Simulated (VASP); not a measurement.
# SrO (Fm-3m) in VASP: notebook

SrO is run at these levels: PBE; tasks: single point.

Everything below comes from runs of VASP 6.6.1. Logs are shortened: lines on timing, memory, paths and dates and some standing lists are left out, and cuts for length are marked.

### 1 The cell of the first run

The structure is cubic, space group Fm-3m (No. 225). The conventional cell has a = 4.779 Å, b = 4.779 Å, c = 4.779 Å, α = 90.00°, β = 90.00°, γ = 90.00°. Within 3.2 Å of Sr (site symmetry m-3m) lie 6 O at 2.39 Å. Within 3.2 Å of O (site symmetry m-3m) lie 6 Sr at 2.39 Å.

### 2 Single point, PBE (strain -0.080 along x and y, -0.080 along z)

INCAR

```
SYSTEM = SrO
PREC     = Accurate       ! precision mode
ENCUT    = 520            ! plane-wave cutoff, eV
EDIFF    = 1E-6           ! SCF threshold, eV
ISMEAR   = 0              ! smearing method
SIGMA    = 0.05           ! smearing width, eV
LREAL    = .False.        ! projectors in reciprocal space
LASPH    = .True.         ! aspherical terms in the spheres
NELM     = 80             ! most SCF steps
ALGO     = Normal         ! electronic algorithm
ISIF     = 2              ! what is computed and relaxed
LWAVE    = .False.        ! write WAVECAR
LCHARG   = .False.        ! write CHGCAR
GGA      = PE             ! functional
NBANDS   = 15             ! bands
```

KPOINTS

```
Automatic mesh
0
Gamma
  8 8 8
  0 0 0
```

POSCAR

```
SrO
1.0
    0.0000000000      2.3896004178      2.3896004178
    2.3896004178      0.0000000000      2.3896004178
    2.3896004178      2.3896004178      0.0000000000
Sr O
1 1
Direct
    0.0000000000      0.0000000000      0.0000000000
    0.5000000000      0.5000000000      0.5000000000
```

Potentials or basis: VASP PAW PBE potentials, release 64 (Sr_sv, O).

On the command line:

```console
cat potpaw_PBE.64/Sr_sv/POTCAR potpaw_PBE.64/O/POTCAR > POTCAR
mpirun -np 1 vasp_std > vasp.out
```

OUTCAR:

```text
SYSTEM = SrO
   PREC = Accurate
   ENCUT = 520
   EDIFF = 1E-6
   ISMEAR = 0
   LREAL = .False.
   LASPH = .True.
   NELM = 80
   ISIF = 2
   GGA = PE

 ion  position               nearest neighbor table
   1  0.000  0.000  0.000-   2 2.39   2 2.39   2 2.39   2 2.39   2 2.39   2 2.39
   2  0.500  0.500  0.500-   1 2.39   1 2.39   1 2.39   1 2.39   1 2.39   1 2.39

  LATTYP: Found a face centered cubic cell.
 ALAT       =     4.7792008356

  Lattice vectors:

 A1 = (   0.0000000000,   2.3896004178,   2.3896004178)
 A2 = (   2.3896004178,   0.0000000000,   2.3896004178)
 A3 = (   2.3896004178,   2.3896004178,   0.0000000000)

Analysis of symmetry for initial positions (statically):
=====================================================================
 Subroutine PRICEL returns:
 Original cell was already a primitive cell.

 Routine SETGRP: Setting up the symmetry group for a
 face centered cubic supercell.

 Subroutine GETGRP returns: Found 48 space group operations
 (whereof 48 operations were pure point group operations)
 out of a pool of 48 trial point group operations.

The static configuration has the point symmetry O_h .

Analysis of symmetry for dynamics (positions and initial velocities):
=====================================================================
 Subroutine PRICEL returns:
 Original cell was already a primitive cell.

 Routine SETGRP: Setting up the symmetry group for a
 face centered cubic supercell.

 Subroutine GETGRP returns: Found 48 space group operations
 (whereof 48 operations were pure point group operations)
 out of a pool of 48 trial point group operations.

The dynamic configuration has the point symmetry O_h .

 Subroutine INISYM returns: Found 48 space group operations
 (whereof 48 operations are pure point group operations),
 and found     1 'primitive' translations

----------------------------------------------------------------------------------------

                                     Primitive cell

  volume of cell :      27.2901

  direct lattice vectors                    reciprocal lattice vectors
     0.000000000  2.389600418  2.389600418    -0.209240004  0.209240004  0.209240004
     2.389600418  0.000000000  2.389600418     0.209240004 -0.209240004  0.209240004
     2.389600418  2.389600418  0.000000000     0.209240004  0.209240004 -0.209240004

  length of vectors
     3.379405320  3.379405320  3.379405320     0.362414317  0.362414317  0.362414317

  position of ions in fractional coordinates (direct lattice)
     0.000000000  0.000000000  0.000000000
     0.500000000  0.500000000  0.500000000

  ion indices of the primitive-cell ions
   primitive index   ion index
                 1           1
                 2           2

----------------------------------------------------------------------------------------

 KPOINTS: Automatic mesh

Automatic generation of k-mesh.
 Grid dimensions read from file:
 generate k-points for:    8    8    8

 Generating k-lattice:

  Cartesian coordinates                     Fractional coordinates (reciprocal lattice)
    -0.026155000  0.026155000  0.026155000     0.125000000  0.000000000  0.000000000
     0.026155000 -0.026155000  0.026155000     0.000000000  0.125000000  0.000000000
     0.026155000  0.026155000 -0.026155000     0.000000000  0.000000000  0.125000000

  Length of vectors
     0.045301790  0.045301790  0.045301790

  Shift w.r.t. Gamma in fractional coordinates (k-lattice)
     0.000000000  0.000000000  0.000000000

 Subroutine IBZKPT returns following result:
 ===========================================

 Found     29 irreducible k-points:

 Following reciprocal coordinates:
            Coordinates               Weight
  0.000000  0.000000  0.000000      1.000000
  0.125000  0.000000  0.000000      8.000000
  0.250000  0.000000  0.000000      8.000000
  0.375000  0.000000  0.000000      8.000000
  0.500000  0.000000  0.000000      4.000000
  0.125000  0.125000  0.000000      6.000000
[... 16 lines left out ...]
  0.500000  0.250000  0.125000     48.000000
 -0.375000  0.250000  0.125000     24.000000
 [... further k-points ...]
   k-points           NKPTS =     29   k-points in BZ     NKDIM =     29   number of bands    NBANDS=     15
   number of dos      NEDOS =    301   number of ions     NIONS =      2
   total plane-waves  NPLWV =  21952
   dimension x,y,z NGX =    28 NGY =   28 NGZ =   28
   dimension x,y,z NGXF=    56 NGYF=   56 NGZF=   56
   ions per type =               1   1
   NGX,Y,Z   is equivalent  to a cutoff of  13.77, 13.77, 13.77 a.u.
   NGXF,Y,Z  is equivalent  to a cutoff of  27.55, 27.55, 27.55 a.u.
 SYSTEM =  SrO
   PREC   = accura    normal or accurate (medium, high low for compatibility)
   ISTART =      0    job   : 0-new  1-cont  2-samecut
   ICHARG =      2    charge: 1-file 2-atom 10-const
   ISPIN  =      1    spin polarized calculation?
   LNONCOLLINEAR =      F non collinear calculations
   LSORBIT =      F    spin-orbit coupling
   LASPH  =      T    aspherical Exc in radial PAW
   ENCUT  =  520.0 eV  38.22 Ry    6.18 a.u.   6.28  6.28  6.28*2*pi/ulx,y,z
   NELM   =     80;   NELMIN=  2; NELMDL= -5     # of ELM steps
   EDIFF  = 0.1E-05   stopping-criterion for ELM
   LREAL  =      F    real-space projection
   EDIFFG = 0.1E-04   stopping-criterion for IOM
   NSW    =      0    number of steps for IOM
   IBRION =     -1    ionic relax: 0-MD 1-quasi-New 2-CG
   NFREE  =      0    steps in history (QN), initial steepest desc. (CG)
   ISIF   =      2    stress and relaxation
   ISYM   =      2    0-nonsym 1-usesym 2-fastsym
   POTIM  = 0.5000    time-step for ionic-motion
   TEBEG  =    0.0;   TEEND  =   0.0 temperature during run
   PSTRESS=    0.0 pullay stress
   NELECT =      16.0000    total number of electrons
   NUPDOWN=      -1.0000    fix difference up-down
   EMIN   =  10.00;   EMAX   =-10.00  energy-range for DOS
   EFERMI =   0.00;   METHOD = LEGACY
   ISMEAR =     0;   SIGMA  =   0.05  broadening in eV -4-tet -1-fermi 0-gaus
   EFERMI_NEDOS =   21; number of points for ismear=-14 and -15
   IALGO  =     38    algorithm
   IMIX   =      4    mixing-type and parameters
     AMIX     =   0.40;   BMIX     =  1.00
     AMIX_MAG =   1.60;   BMIX_MAG =  1.00
  volume/ion in A,a.u.               =      13.65        92.08
  Fermi-wavevector in a.u.,A,eV,Ry     =   1.370186  2.589276 25.543711  1.877410
  Thomas-Fermi vector in A             =   2.495995
   LORBIT       =      0    0 simple, 1 ext, 2 COOP (PROOUT), +10 PAW based schemes
   GGA     = PE    functional components
   LHFCALC =     F    Hartree Fock is set to
   AEXX    =    0.0000 exact exchange contribution
   IVDW    =     0    specifies the selected vdW correction
   LEPSILON=     F    determine dielectric tensor
   LRPA    =     F    only Hartree local field effects (RPA)
 non-spin polarized calculation
 Gauss-broadening in eV      SIGMA  =   0.05
  energy-cutoff  :      520.00
  volume of cell :       27.29
 maximum number of plane-waves:       754
 NGX is ok and might be reduce to    28
   NGX = 13   NGY = 13   NGZ = 13

 number of electron      15.9999997 magnetization

 Free energy of the ion-electron system (eV)
  ---------------------------------------------------
  ext. energy  EPLUGINS =         0.00000000
  ---------------------------------------------------
  free energy    TOTEN  =       -11.28844129 eV

  energy without entropy =      -11.28844129  energy(sigma->0) =      -11.28844129

 E-fermi :   3.2373     XC(G=0): -11.1126

 val. band max:        2.9981947379   @ k =   0.5000   0.5000   0.0000
 cond. band min:       5.8597252618   @ k =   0.5000   0.5000   0.0000
 fundamental gap:      2.8615305238
 Fermi energy:         3.2373224468

 k-point     1 :       0.0000    0.0000    0.0000
  band No.  band energies     occupation
      1     -28.9278      2.00000
      2     -12.4884      2.00000
      3     -10.2082      2.00000
      4     -10.2082      2.00000
      5     -10.2082      2.00000
      6       2.8607      2.00000
      7       2.8607      2.00000
      8       2.8607      2.00000
      9       8.6389      0.00000
     10       9.4735      0.00000
     11       9.4735      0.00000
     12       9.4735      0.00000
     13      12.1892      0.00000
     14      12.1892      0.00000
     15      16.6071      0.00000

 k-point     2 :       0.1250    0.0000    0.0000
  band No.  band energies     occupation
      1     -28.8777      2.00000
      2     -12.9351      2.00000
      3     -10.2270      2.00000
      4     -10.2270      2.00000
      5      -9.8709      2.00000
      6       2.3486      2.00000
      7       2.5608      2.00000
      8       2.5608      2.00000
      9       9.3177      0.00000
     10       9.4187      0.00000
     11       9.8650      0.00000
     12       9.8650      0.00000
     13      12.7772      0.00000
     14      12.7772      0.00000
     15      17.8594      0.00000

 k-point     3 :       0.2500    0.0000    0.0000
  band No.  band energies     occupation
      1     -28.7536      2.00000
      2     -13.7458      2.00000
      3     -10.2713      2.00000
      4     -10.2713      2.00000
      5      -9.3264      2.00000
      6       1.3556      2.00000
      7       1.9328      2.00000
      8       1.9328      2.00000
      9       9.3959      0.00000
     10      10.9390      0.00000
     11      10.9390      0.00000
     12      11.1101      0.00000
     13      14.2082      0.00000
     14      14.2082      0.00000
     15      20.5301      0.00000
[... 343 lines left out ...]
 k-point    23 :       0.5000    0.2500    0.1250
  band No.  band energies     occupation
      1     -28.5614      2.00000
      2     -14.0893      2.00000
      3     -10.9325      2.00000
      4     -10.5500      2.00000
      5      -9.3780      2.00000
      6       1.0772      2.00000
      7       1.5906      2.00000
      8       2.3861      2.00000
      9       8.8408      0.00000
     10      11.4238      0.00000
     11      13.1884      0.00000
     12      13.4882      0.00000
     13      15.9552      0.00000
     14      17.1965      0.00000
     15      19.9417      0.00000

 k-point    24 :      -0.3750    0.2500    0.1250
  band No.  band energies     occupation
      1     -28.5182      2.00000
      2     -14.2043      2.00000
      3     -10.9709      2.00000
      4     -10.6743      2.00000
      5      -9.3444      2.00000
      6       0.9740      2.00000
      7       1.8262      2.00000
      8       1.9985      2.00000
      9      10.0107      0.00000
     10      10.4430      0.00000
     11      13.7705      0.00000
     12      14.1657      0.00000
     13      16.6099      0.00000
     14      18.1953      0.00000
     15      19.1073      0.00000

 [... further k-points ...]
[... 5 lines left out ...]
  --------------------------------------------------------------------------------------
  -------------------------------------------------------------------------------------
  Total        6.5997684      6.5997684      6.5997684      0.0000000      0.0000000      0.0000000
  in kB      387.4658445    387.4658445    387.4658445      0.0000000      0.0000000      0.0000000
  external PRESSURE =     387.4658445 kB  Pullay stress =       0.0000000 kB

 VOLUME and BASIS-vectors are now :
 -----------------------------------------------------------------------------
  energy-cutoff  :      520.00
  volume of cell :       27.29
      direct lattice vectors                 reciprocal lattice vectors
     0.000000000  2.389600418  2.389600418    -0.209240004  0.209240004  0.209240004
     2.389600418  0.000000000  2.389600418     0.209240004 -0.209240004  0.209240004
     2.389600418  2.389600418  0.000000000     0.209240004  0.209240004 -0.209240004

 POSITION                                       TOTAL-FORCE (eV/Angst)
 -----------------------------------------------------------------------------------
      0.00000      0.00000      0.00000        -0.000000      0.000000     -0.000000
      2.38960      2.38960      2.38960         0.000000     -0.000000      0.000000
 -----------------------------------------------------------------------------------
    total drift:                                0.000000      0.000000      0.000000

  FREE ENERGIE OF THE ION-ELECTRON SYSTEM (eV)
  ---------------------------------------------------
  free  energy   TOTEN  =       -11.2884412857 eV

  energy  without entropy=      -11.2884412857  energy(sigma->0) =      -11.28844129
```

Run time: 9.7 s. Hardware: 1 thread of Intel Xeon 6975P-C, shared host; peak memory 0.16 GiB.

Results:

```yaml
Free_energy: -11.2884 eV
Pressure: 38.7 GPa
Band_gap_on_the_k_mesh: 2.86 eV, direct
```

Levels at points of the mesh, in eV from the valence-band top:
| k point | band 6 | band 7 | band 8 | band 9 | band 10 | band 11 |
| --- | --- | --- | --- | --- | --- | --- |
| (0.00, 0.00, 0.00) | -0.14 | -0.14 | -0.14 | 5.64 | 6.48 | 6.48 |
| (0.50, 0.00, 0.00) | -2.76 | -1.80 | -1.80 | 7.38 | 10.00 | 10.00 |
| (0.50, 0.50, 0.00) | -0.01 | 0.00 | 0.00 | 2.86 | 9.51 | 11.52 |

Caveat: the cell differs from its parent crystal (strain -0.080 along x and y, -0.080 along z). A k mesh can miss the band edges.

### 3 Single point, PBE (strain -0.040 along x and y, -0.040 along z)

INCAR

```
SYSTEM = SrO
ALGO = Normal
EDIFF = 1E-7
ENCUT = 520
GGA = PE
ISIF = 2
ISMEAR = 0
LASPH = .True.
LCHARG = .False.
LREAL = .False.
LWAVE = .False.
NBANDS = 15
NELM = 60
PREC = Accurate
SIGMA = 0.05
```

KPOINTS

```
k-points
0
Gamma
  8 8 8
  0 0 0
```

POSCAR

```
SrO
1.0
    0.0000000000      2.4934960882      2.4934960882
    2.4934960882      0.0000000000      2.4934960882
    2.4934960882      2.4934960882      0.0000000000
Sr O
1 1
Direct
    0.0000000000      0.0000000000      0.0000000000
    0.5000000000      0.5000000000      0.5000000000
```

Potentials or basis: VASP PAW PBE potentials, release 64 (Sr_sv, O).

On the command line:

```console
cat potpaw_PBE.64/Sr_sv/POTCAR potpaw_PBE.64/O/POTCAR > POTCAR
mpirun -np 1 vasp_std > vasp.out
```

Run time: 11 s. Hardware: 1 thread of Intel Xeon 6975P-C, shared host; peak memory 0.16 GiB.

The run converged. Its results:

```
Free energy            : -11.8807 eV
Pressure               : 14.5 GPa
Band gap on the k mesh : 3.19 eV, indirect (least direct gap 3.20 eV)
```

Levels at points of the mesh, in eV from the valence-band top:
```
           k point  band 5  band 6  band 7  band 8  band 9  band 10  band 11  band 12
(0.00, 0.00, 0.00)  -13.62    0.00    0.00    0.00    4.68     6.40     6.40     6.40
(0.50, 0.00, 0.00)  -12.37   -2.35   -1.33   -1.33    6.95     9.22     9.38     9.38
(0.50, 0.50, 0.00)  -14.10   -0.25   -0.01   -0.01    3.19     8.53    10.79    11.24
```

Caveat: the cell differs from its parent crystal (strain -0.040 along x and y, -0.040 along z). A k mesh can miss the band edges.

(Continued in part 2 of 2.)
